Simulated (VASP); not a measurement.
# MgI2 (P-3m1) in VASP: notebook, part 3 of 3

VASP 6.6.1.

### 6 Electric field gradients, PBEsol (volume scaled by 1.04)

File INCAR:

```
PREC     = Accurate       # precision mode
ENCUT    = 520            # plane-wave cutoff, eV
EDIFF    = 1E-8           # SCF threshold, eV
ISMEAR   = -1             # smearing method
SIGMA    = 0.03           # smearing width, eV
LREAL    = False          # projectors in reciprocal space
LASPH    = True           # aspherical terms in the spheres
NELM     = 80             # most SCF steps
ALGO     = Normal         # electronic algorithm
ISIF     = 2              # what is computed and relaxed
LWAVE    = False          # write WAVECAR
LCHARG   = False          # write CHGCAR
GGA      = PS             # functional
LEFG     = True         
NBANDS   = 15             # bands
```

File KPOINTS:

```
Automatic mesh
0
Gamma
  7 7 4
```

File POSCAR:

```
MgI2
1.0
    4.2083603386      0.0000000000      0.0000000000
   -2.1041801693      3.6445469615      0.0000000000
    0.0000000000      0.0000000000      6.9522998290
Mg I
1 2
Direct
    0.0000000000      0.0000000000      0.0000000000
    0.3333333333      0.6666666667      0.7576300000
    0.6666666667      0.3333333333      0.2423700000
```

Potentials or basis: VASP PAW PBE potentials, release 64 (Mg, I).

The run is started by

```sh
$ cat potpaw_PBE.64/Mg/POTCAR potpaw_PBE.64/I/POTCAR > POTCAR
$ mpirun -np 1 vasp_std > vasp.out
```

OUTCAR:

```text
PREC = Accurate
   ENCUT = 520
   EDIFF = 1E-8
   ISMEAR = -1
   LREAL = False
   LASPH = True
   NELM = 80
   ISIF = 2
   GGA = PS

 ion  position               nearest neighbor table
   1  0.000  0.000  0.000-   2 2.96   3 2.96   2 2.96   3 2.96   3 2.96   2 2.96
   2  0.333  0.667  0.758-   1 2.96   1 2.96   1 2.96
   3  0.667  0.333  0.242-   1 2.96   1 2.96   1 2.96

  LATTYP: Found a hexagonal cell.
 ALAT       =     4.2083603386
 C/A-ratio  =     1.6520210414

  Lattice vectors:

 A1 = (   4.2083603386,   0.0000000000,   0.0000000000)
[... 650 lines left out ...]

  energy  without entropy=       -8.4006643121  energy(sigma->0) =       -8.40066431

 Electric field gradients (V/A^2)
---------------------------------------------------------------------
 ion       V_xx      V_yy      V_zz      V_xy      V_xz      V_yz
---------------------------------------------------------------------
   1      -0.149    -0.149     0.297    -0.000     0.000    -0.000
   2      24.362    24.362   -48.724    -0.000     0.000    -0.000
   3      24.362    24.362   -48.724    -0.000     0.000    -0.000
---------------------------------------------------------------------

 Electric field gradients after diagonalization (V/A^2)
 (convention: |V_zz| > |V_xx| > |V_yy|)
----------------------------------------------------------------------
 ion       V_xx      V_yy      V_zz     asymmetry (V_yy - V_xx)/ V_zz
----------------------------------------------------------------------
   1      -0.149    -0.149     0.297       0.000
   2      24.362    24.361   -48.724       0.000
   3      24.362    24.361   -48.724       0.000
----------------------------------------------------------------------

           NMR quadrupolar parameters

 Cq : quadrupolar parameter    Cq=e*Q*V_zz/h
 eta: asymmetry parameters     (V_yy - V_xx)/ V_zz
 Q  : nuclear electric quadrupole moment in mb (millibarn)
----------------------------------------------------------------------
 ion       Cq(MHz)       eta       Q (mb)
----------------------------------------------------------------------
   1       0.001       0.000       1.000
   2      -0.118       0.000       1.000
   3      -0.118       0.000       1.000
----------------------------------------------------------------------
```

OSZICAR:

```text
N       E                     dE             d eps       ncg     rms          rms(c)
DAV:   1     0.746512137662E+02    0.74651E+02   -0.58991E+03   840   0.849E+02
DAV:   2    -0.239513554752E+01   -0.77046E+02   -0.69775E+02  1138   0.127E+02
DAV:   3    -0.845897211401E+01   -0.60638E+01   -0.60438E+01  1106   0.419E+01
DAV:   4    -0.857902082791E+01   -0.12005E+00   -0.12004E+00  1212   0.691E+00
DAV:   5    -0.858003612701E+01   -0.10153E-02   -0.10153E-02  1120   0.570E-01    0.379E+00
DAV:   6    -0.843681621949E+01    0.14322E+00   -0.10970E-01   924   0.168E+00    0.253E+00
DAV:   7    -0.840301736622E+01    0.33799E-01   -0.10399E-01  1008   0.157E+00    0.680E-01
DAV:   8    -0.840072232258E+01    0.22950E-02   -0.75527E-03   938   0.487E-01    0.272E-01
DAV:   9    -0.840067776763E+01    0.44555E-04   -0.97359E-04  1134   0.183E-01    0.103E-01
DAV:  10    -0.840066297820E+01    0.14789E-04   -0.42700E-05   987   0.428E-02    0.406E-02
DAV:  11    -0.840066382987E+01   -0.85167E-06   -0.47720E-06  1078   0.128E-02    0.129E-02
DAV:  12    -0.840066412580E+01   -0.29592E-06   -0.58161E-07  1008   0.506E-03    0.812E-03
DAV:  13    -0.840066431495E+01   -0.18915E-06   -0.22442E-07  1085   0.248E-03    0.315E-03
DAV:  14    -0.840066436123E+01   -0.46288E-07   -0.73489E-08   973   0.159E-03    0.351E-03
DAV:  15    -0.840066432165E+01    0.39585E-07   -0.15366E-08   871   0.643E-04    0.578E-04
DAV:  16    -0.840066430580E+01    0.15847E-07   -0.67982E-09   707   0.418E-04    0.796E-04
DAV:  17    -0.840066431212E+01   -0.63134E-08   -0.66732E-10   644   0.173E-04
   1 F= -.84006643E+01 E0= -.84006643E+01  d E =-.722484E-11
```

It took 83 s on 1 thread of AMD EPYC 7R13 (Zen 3), shared host; peak memory 0.21 GiB.

Results:

```yaml
Free_energy: -8.4007 eV
Pressure: -1.3 GPa
Largest_force: 0.217 eV/Å
Band_gap_on_the_k_mesh: 3.42 eV, direct
```

Forces on the atoms (eV/Å):
```
Mg   0.000  0.000  0.000
I    0.000  0.000  0.217
I    0.000  0.000 -0.217
```

Levels at points of the mesh, in eV from the valence-band top:
```tsv
k point	band 4	band 5	band 6	band 7	band 8	band 9	band 10	band 11	band 12	band 13
(0.00, 0.00, 0.00)	-0.45	-0.45	-0.09	-0.09	0.00	3.42	4.62	6.58	6.58	7.42
(0.00, 0.00, 0.50)	-1.37	-0.35	-0.35	-0.19	-0.19	4.39	4.68	6.41	6.41	7.75
```

Electric field gradients, principal values (V/Å²):
| atom | least | middle | greatest (by size) |
| --- | --- | --- | --- |
| 1 Mg | -0.149 | -0.149 | 0.297 |
| 2 I | 24.361 | 24.362 | -48.724 |
| 3 I | 24.361 | 24.362 | -48.724 |

Caveat: without QUAD_EFG the Cq values of the log hold for a quadrupole moment of 1 mb, not for the nuclei; the PAW data sets were made with another functional, which shifts forces and pressure a little; spin-orbit coupling is left out, which moves the levels of the heavy elements; this functional lacks dispersion, which binds the layers, so the pressure and a relaxed spacing across them are unreliable.

### 7 Summary

```tsv
cell	gap on the mesh (eV)	pressure (GPa)	largest force (eV/Å)
a = 4.154, b = 4.154, c = 6.862 Å, angles 90.0, 90.0, 120.0°, 3 atoms	3.46	-0.2	0.04
a = 4.167, b = 4.167, c = 6.885 Å, angles 90.0, 90.0, 120.0°, 3 atoms	3.46	-0.5	0.09
a = 4.208, b = 4.208, c = 6.952 Å, angles 90.0, 90.0, 120.0°, 3 atoms	3.42	-1.3	0.22
```

Alike in all rows: task electric field gradients; level PBEsol; potentials or basis VASP PAW PBE potentials, release 64 (Mg, I); no spin polarisation; k mesh 7 × 7 × 4; cutoff (eV) 520; smearing fermi-dirac 0.03 eV.

Caveats: the PAW data sets were made with another functional, which shifts forces and pressure a little; spin-orbit coupling is left out, which moves the levels of the heavy elements; this functional lacks dispersion, which binds the layers, so the pressure and a relaxed spacing across them are unreliable.

Absolute energies hang on the potentials; compare differences alone.
